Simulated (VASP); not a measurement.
# SrCl2 (I4/mmm) in VASP: a series of runs, part 2 of 2

VASP 6.6.1. Earlier steps stand in the parts before.

**3. Single point, PBE**

This run uses another cell than the first one, of the same volume but with other edges.

INCAR

```
ALGO = Normal
EDIFF = 1E-6
ENCUT = 520
GGA = PE
ISIF = 2
ISMEAR = 0
LASPH = True
LCHARG = False
LREAL = False
LWAVE = False
NBANDS = 19
NELM = 60
PREC = Accurate
SIGMA = 0.05
```

KPOINTS

```
k-points
0
Gamma
  6 6 6
```

POSCAR

```
SrCl2
1.0
    0.0000000000      3.7864615652      2.9534400209
    3.7864615652      0.0000000000      2.9534400209
    3.7864615652      3.7864615652      0.0000000000
Sr Cl
1 2
Direct
    0.0000000000      0.0000000000      0.0000000000
    0.2500000000      0.2500000000      0.2500000000
    0.7500000000      0.7500000000      0.7500000000
```

Potentials or basis: VASP PAW PBE potentials, release 64 (Sr_sv, Cl).

Started as:

```
cat potpaw_PBE.64/Sr_sv/POTCAR potpaw_PBE.64/Cl/POTCAR > POTCAR
mpirun -np 1 vasp_std > vasp.out
```

OUTCAR:

```text
EDIFF = 1E-6
   ENCUT = 520
   GGA = PE
   ISIF = 2
   ISMEAR = 0
   LASPH = True
   LREAL = False
   NELM = 60
   PREC = Accurate

 ion  position               nearest neighbor table
   1  0.000  0.000  0.000-   3 3.06   3 3.06   3 3.06   2 3.06   3 3.06   2 3.06   2 3.06   2 3.06

   2  0.250  0.250  0.250-   1 3.06   1 3.06   1 3.06   1 3.06
   3  0.750  0.750  0.750-   1 3.06   1 3.06   1 3.06   1 3.06

  LATTYP: Found a body centered tetragonal cell.
 ALAT       =     5.3548652989
 C/A-ratio  =     1.1030865787

  Lattice vectors:

 A1 = (   0.0000000000,  -3.7864615652,  -2.9534400209)
 A2 = (   0.0000000000,   3.7864615652,  -2.9534400209)
 A3 = (   3.7864615652,   0.0000000000,   2.9534400209)

Analysis of symmetry for initial positions (statically):
=====================================================================
 Subroutine PRICEL returns:
 Original cell was already a primitive cell.

 Routine SETGRP: Setting up the symmetry group for a
 body centered tetragonal supercell.

 Subroutine GETGRP returns: Found 16 space group operations
 (whereof 16 operations were pure point group operations)
 out of a pool of 16 trial point group operations.

The static configuration has the point symmetry D_4h.

Analysis of symmetry for dynamics (positions and initial velocities):
=====================================================================
 Subroutine PRICEL returns:
 Original cell was already a primitive cell.

 Routine SETGRP: Setting up the symmetry group for a
 body centered tetragonal supercell.

 Subroutine GETGRP returns: Found 16 space group operations
 (whereof 16 operations were pure point group operations)
 out of a pool of 16 trial point group operations.

The dynamic configuration has the point symmetry D_4h.

 Subroutine INISYM returns: Found 16 space group operations
 (whereof 16 operations are pure point group operations),
 and found     1 'primitive' translations

----------------------------------------------------------------------------------------

                                     Primitive cell

  volume of cell :      84.6887

  direct lattice vectors                    reciprocal lattice vectors
     0.000000000  3.786461565  2.953440021    -0.132049406  0.132049406  0.169294110
     3.786461565  0.000000000  2.953440021     0.132049406 -0.132049406  0.169294110
     3.786461565  3.786461565  0.000000000     0.132049406  0.132049406 -0.169294110

  length of vectors
     4.802093204  4.802093204  5.354865299     0.252060681  0.252060681  0.252060681

  position of ions in fractional coordinates (direct lattice)
     0.000000000  0.000000000  0.000000000
     0.250000000  0.250000000  0.250000000
     0.750000000  0.750000000  0.750000000

  ion indices of the primitive-cell ions
   primitive index   ion index
                 1           1
                 2           2
                 3           3

----------------------------------------------------------------------------------------

 KPOINTS: k-points

Automatic generation of k-mesh.
 Grid dimensions read from file:
 generate k-points for:    6    6    6

 Generating k-lattice:

  Cartesian coordinates                     Fractional coordinates (reciprocal lattice)
    -0.022008234  0.022008234  0.028215685     0.166666667  0.000000000  0.000000000
     0.022008234 -0.022008234  0.028215685     0.000000000  0.166666667  0.000000000
     0.022008234  0.022008234 -0.028215685     0.000000000  0.000000000  0.166666667

  Length of vectors
     0.042010113  0.042010113  0.042010113

  Shift w.r.t. Gamma in fractional coordinates (k-lattice)
     0.000000000  0.000000000  0.000000000

 Subroutine IBZKPT returns following result:
 ===========================================

 Found     30 irreducible k-points:

 Following reciprocal coordinates:
            Coordinates               Weight
  0.000000  0.000000  0.000000      1.000000
  0.166667 -0.000000  0.000000      8.000000
  0.333333  0.000000  0.000000      8.000000
  0.500000 -0.000000  0.000000      4.000000
  0.166667  0.166667  0.000000      2.000000
  0.333333  0.166667  0.000000      8.000000
[... 16 lines left out ...]
  0.333333  0.000000  0.333333      4.000000
  0.500000 -0.000000  0.333333     16.000000
 [... further k-points ...]
   k-points           NKPTS =     30   k-points in BZ     NKDIM =     30   number of bands    NBANDS=     19
   number of dos      NEDOS =    301   number of ions     NIONS =      3
   total plane-waves  NPLWV =  51840
   dimension x,y,z NGX =    36 NGY =   36 NGZ =   40
   dimension x,y,z NGXF=    72 NGYF=   72 NGZF=   80
   ions per type =               1   2
   NGX,Y,Z   is equivalent  to a cutoff of  12.46, 12.46, 12.42 a.u.
   NGXF,Y,Z  is equivalent  to a cutoff of  24.93, 24.93, 24.84 a.u.
 SYSTEM =  unknown system
   PREC   = accura    normal or accurate (medium, high low for compatibility)
   ISTART =      0    job   : 0-new  1-cont  2-samecut
   ICHARG =      2    charge: 1-file 2-atom 10-const
   ISPIN  =      1    spin polarized calculation?
   LNONCOLLINEAR =      F non collinear calculations
   LSORBIT =      F    spin-orbit coupling
   LASPH  =      T    aspherical Exc in radial PAW
   ENCUT  =  520.0 eV  38.22 Ry    6.18 a.u.   8.93  8.93  9.96*2*pi/ulx,y,z
   NELM   =     60;   NELMIN=  2; NELMDL= -5     # of ELM steps
   EDIFF  = 0.1E-05   stopping-criterion for ELM
   LREAL  =      F    real-space projection
   EDIFFG = 0.1E-04   stopping-criterion for IOM
   NSW    =      0    number of steps for IOM
   IBRION =     -1    ionic relax: 0-MD 1-quasi-New 2-CG
   NFREE  =      0    steps in history (QN), initial steepest desc. (CG)
   ISIF   =      2    stress and relaxation
   ISYM   =      2    0-nonsym 1-usesym 2-fastsym
   POTIM  = 0.5000    time-step for ionic-motion
   TEBEG  =    0.0;   TEEND  =   0.0 temperature during run
   PSTRESS=    0.0 pullay stress
   NELECT =      24.0000    total number of electrons
   NUPDOWN=      -1.0000    fix difference up-down
   EMIN   =  10.00;   EMAX   =-10.00  energy-range for DOS
   EFERMI =   0.00;   METHOD = LEGACY
   ISMEAR =     0;   SIGMA  =   0.05  broadening in eV -4-tet -1-fermi 0-gaus
   EFERMI_NEDOS =   21; number of points for ismear=-14 and -15
   IALGO  =     38    algorithm
   IMIX   =      4    mixing-type and parameters
     AMIX     =   0.40;   BMIX     =  1.00
     AMIX_MAG =   1.60;   BMIX_MAG =  1.00
  volume/ion in A,a.u.               =      28.23       190.50
  Fermi-wavevector in a.u.,A,eV,Ry     =   1.075318  2.032056 15.732530  1.156308
  Thomas-Fermi vector in A             =   2.211171
   LORBIT       =      0    0 simple, 1 ext, 2 COOP (PROOUT), +10 PAW based schemes
   GGA     = PE    functional components
   LHFCALC =     F    Hartree Fock is set to
   AEXX    =    0.0000 exact exchange contribution
   IVDW    =     0    specifies the selected vdW correction
   LEPSILON=     F    determine dielectric tensor
   LRPA    =     F    only Hartree local field effects (RPA)
 non-spin polarized calculation
 Gauss-broadening in eV      SIGMA  =   0.05
  energy-cutoff  :      520.00
  volume of cell :       84.69
 maximum number of plane-waves:      2292
   NGX = 17   NGY = 17   NGZ = 19

 number of electron      23.9999999 magnetization

 Free energy of the ion-electron system (eV)
  ---------------------------------------------------
  ext. energy  EPLUGINS =         0.00000000
  ---------------------------------------------------
  free energy    TOTEN  =       -12.12073612 eV

  energy without entropy =      -12.12073612  energy(sigma->0) =      -12.12073612

 E-fermi :   2.1880     XC(G=0):  -8.2882

 val. band max:        1.8785311031   @ k =   0.5000   0.5000   0.0000
 cond. band min:       4.8817423860   @ k =   0.0000   0.0000   0.0000
 fundamental gap:      3.0032112829
 Fermi energy:         2.1879670728

 k-point     1 :       0.0000    0.0000    0.0000
  band No.  band energies     occupation
      1     -32.8374      2.00000
      2     -14.8564      2.00000
      3     -14.7909      2.00000
      4     -14.7909      2.00000
      5     -13.0705      2.00000
      6     -11.8527      2.00000
[... 11 lines left out ...]
     18       8.9348      0.00000
     19       9.1867      0.00000
[... 489 lines left out ...]
      3     -14.8970      2.00000
      4     -14.8141      2.00000
      5     -12.4974      2.00000
      6     -12.0429      2.00000
[... 11 lines left out ...]
     18       8.9072      0.00000
     19       9.5843      0.00000

 [... further k-points ...]

------------------------ aborting loop because EDIFF is reached ----------------------------------------

  FORCE on cell =-STRESS in cart. coord.  units (eV):
  Direction    XX          YY          ZZ          XY          YZ          ZX
  --------------------------------------------------------------------------------------
  -------------------------------------------------------------------------------------
  Total       -1.7744528     -1.7744528      7.2092605      0.0000000      0.0000000      0.0000000
  in kB      -33.5698787    -33.5698787    136.3879643      0.0000000      0.0000000      0.0000000
  external PRESSURE =      23.0827356 kB  Pullay stress =       0.0000000 kB

 VOLUME and BASIS-vectors are now :
 -----------------------------------------------------------------------------
  energy-cutoff  :      520.00
  volume of cell :       84.69
      direct lattice vectors                 reciprocal lattice vectors
     0.000000000  3.786461565  2.953440021    -0.132049406  0.132049406  0.169294110
     3.786461565  0.000000000  2.953440021     0.132049406 -0.132049406  0.169294110
     3.786461565  3.786461565  0.000000000     0.132049406  0.132049406 -0.169294110

 POSITION                                       TOTAL-FORCE (eV/Angst)
 -----------------------------------------------------------------------------------
      0.00000      0.00000      0.00000        -0.000000      0.000000      0.000000
      1.89323      1.89323      1.47672        -0.000000     -0.000000      0.000000
      5.67969      5.67969      4.43016         0.000000      0.000000      0.000000
 -----------------------------------------------------------------------------------
    total drift:                                0.000000      0.000000      0.000000

  FREE ENERGIE OF THE ION-ELECTRON SYSTEM (eV)
  ---------------------------------------------------
  free  energy   TOTEN  =       -12.1207361183 eV

  energy  without entropy=      -12.1207361183  energy(sigma->0) =      -12.12073612
```

stdout:

```text
POSCAR found type information on POSCAR SrCl
 POSCAR found :  2 types and       3 ions
 scaLAPACK will be used
 LDA part: xc-table for (Slater+PW92), standard interpolation
 POSCAR, INCAR and KPOINTS ok, starting setup
 FFT: planning ... GRIDC
 FFT: planning ... GRID_SOFT
 FFT: planning ... GRID
 WAVECAR not read
 entering main loop
```

Run time: 32 s. Hardware: 1 thread of AMD EPYC 9R14 (Zen 4), shared host; peak memory 0.2 GiB.

Results:

* Free energy: -12.1207 eV
* Pressure: 2.3 GPa
* Band gap on the k mesh: 3.00 eV, indirect (least direct gap 3.15 eV)

Stress tensor (GPa, compression positive):
```
-3.36  0.00  0.00
 0.00 -3.36  0.00
 0.00  0.00 13.64
```

 A k mesh can miss the band edges.

**4. Single point, PBE**

This run uses another cell than the first one, of the same volume but with other edges.

INCAR

```
SYSTEM = SrCl2
ALGO     = Normal         ! electronic algorithm
EDIFF    = 1E-7           ! SCF threshold, eV
ENCUT    = 520            ! plane-wave cutoff, eV
GGA      = PE             ! functional
ISIF     = 2              ! what is computed and relaxed
ISMEAR   = 0              ! smearing method
LASPH    = .TRUE.         ! aspherical terms in the spheres
LCHARG   = .FALSE.        ! write CHGCAR
LREAL    = .FALSE.        ! projectors in reciprocal space
LWAVE    = .FALSE.        ! write WAVECAR
NBANDS   = 19             ! bands
NELM     = 80             ! most SCF steps
PREC     = Accurate       ! precision mode
SIGMA    = 0.05           ! smearing width, eV
```

KPOINTS

```
k-points
0
G
  6 6 6
  0 0 0
```

POSCAR

```
SrCl2
1.0
    0.0000000000      3.5837343655      3.2970356162
    3.5837343655      0.0000000000      3.2970356162
    3.5837343655      3.5837343655      0.0000000000
Sr Cl
1 2
Direct
    0.0000000000      0.0000000000      0.0000000000
    0.2500000000      0.2500000000      0.2500000000
    0.7500000000      0.7500000000      0.7500000000
```

Started as:

```
cat potpaw_PBE.64/Sr_sv/POTCAR potpaw_PBE.64/Cl/POTCAR > POTCAR
mpirun -np 1 vasp_std > vasp.out
```

Wall time 32 s (1 thread of AMD EPYC 9R14 (Zen 4), shared host); peak memory 0.2 GiB.

It converged, with:

- Free energy: -12.7155 eV
- Pressure: 1.2 GPa
- Band gap on the k mesh: 4.80 eV, indirect (least direct gap 5.06 eV)

Stress tensor (GPa, compression positive):
```
-0.27  0.00  0.00
 0.00 -0.27  0.00
 0.00  0.00  4.28
```

Levels at points of the mesh, in eV from the valence-band top:
| k point | band 8 | band 9 | band 10 | band 11 | band 12 | band 13 | band 14 | band 15 | band 16 | band 17 |
| --- | --- | --- | --- | --- | --- | --- | --- | --- | --- | --- |
| (0.00, 0.00, 0.00) | -2.42 | -2.42 | -0.94 | -0.94 | -0.26 | 4.80 | 5.42 | 6.12 | 8.51 | 8.51 |
| (0.50, 0.00, 0.00) | -1.97 | -1.81 | -1.72 | -1.47 | -1.40 | 6.24 | 6.37 | 7.02 | 7.43 | 8.17 |
| (0.50, 0.50, 0.00) | -2.29 | -2.29 | -0.90 | -0.90 | 0.00 | 5.08 | 7.04 | 7.19 | 7.88 | 7.88 |
| (0.50, 0.00, 0.50) | -2.46 | -2.10 | -1.08 | -0.53 | -0.32 | 5.06 | 6.44 | 7.23 | 7.37 | 7.56 |

**5. Single point, PBE**

This run uses another cell than the first one, of the same volume but with other edges.

INCAR

```
SYSTEM = SrCl2
  ALGO = Normal
  EDIFF = 1E-6
  ENCUT = 520
  GGA = PE
  ISIF = 2
  ISMEAR = 0
  LASPH = .True.
  LCHARG = .False.
  LREAL = .False.
  LWAVE = .False.
  NBANDS = 19
  NELM = 80
  PREC = Accurate
  SIGMA = 0.05
```

KPOINTS

```
k-points
0
Gamma
  6 6 6
  0 0 0
```

POSCAR

```
SrCl2
1.0
    0.0000000000      3.3765059966      3.7141565963
    3.3765059966      0.0000000000      3.7141565963
    3.3765059966      3.3765059966      0.0000000000
Sr Cl
1 2
Direct
    0.0000000000      0.0000000000      0.0000000000
    0.2500000000      0.2500000000      0.2500000000
    0.7500000000      0.7500000000      0.7500000000
```

Started as:

```
cat potpaw_PBE.64/Sr_sv/POTCAR potpaw_PBE.64/Cl/POTCAR > POTCAR
mpirun -np 1 vasp_std > vasp.out
```

It took 32 s on 1 thread of AMD EPYC 9R14 (Zen 4), shared host; peak memory 0.21 GiB.

The run converged. Its results:

```
Free energy            : -12.6989 eV
Pressure               : 1.2 GPa
Band gap on the k mesh : 4.80 eV, indirect (least direct gap 5.11 eV)
```

Stress tensor (GPa, compression positive):
```
 2.85  0.00  0.00
 0.00  2.85  0.00
 0.00  0.00 -2.04
```

Levels at points of the mesh, in eV from the valence-band top:
| k point | band 9 | band 10 | band 11 | band 12 | band 13 | band 14 | band 15 | band 16 |
| --- | --- | --- | --- | --- | --- | --- | --- | --- |
| (0.00, 0.00, 0.00) | -2.19 | -1.01 | -0.31 | -0.31 | 4.80 | 5.84 | 6.16 | 8.54 |
| (0.50, 0.00, 0.00) | -1.69 | -1.56 | -1.30 | -1.24 | 6.37 | 6.48 | 7.18 | 7.56 |
| (0.50, 0.50, 0.00) | -2.12 | -0.55 | -0.44 | -0.44 | 5.22 | 6.31 | 7.37 | 7.39 |
| (0.50, 0.00, 0.50) | -1.96 | -1.07 | -0.28 | 0.00 | 5.18 | 7.02 | 7.40 | 7.82 |

 A k mesh can miss the band edges.

**6. Overview**

| cell | gap on the mesh (eV) | pressure (GPa) |
| --- | --- | --- |
| a = 5.123, b = 5.123, c = 4.639 Å, angles 63.1, 63.1, 53.8°, 3 atoms | 3.95 | 1.4 |
| a = 4.802, b = 4.802, c = 5.355 Å, angles 56.1, 56.1, 67.8°, 3 atoms | 3.00 | 2.3 |
| a = 4.870, b = 4.870, c = 5.068 Å, angles 58.6, 58.6, 62.7°, 3 atoms | 4.80 | 1.2 |
| a = 5.020, b = 5.020, c = 4.775 Å, angles 61.6, 61.6, 56.8°, 3 atoms | 4.80 | 1.2 |

Alike in all rows: task single point; level PBE; potentials or basis VASP PAW PBE potentials, release 64 (Sr_sv, Cl); no spin polarisation; k mesh 6 × 6 × 6; cutoff (eV) 520; smearing gaussian 0.05 eV.

Total energies depend on the potentials used, so only differences within one code and one set of settings carry meaning.
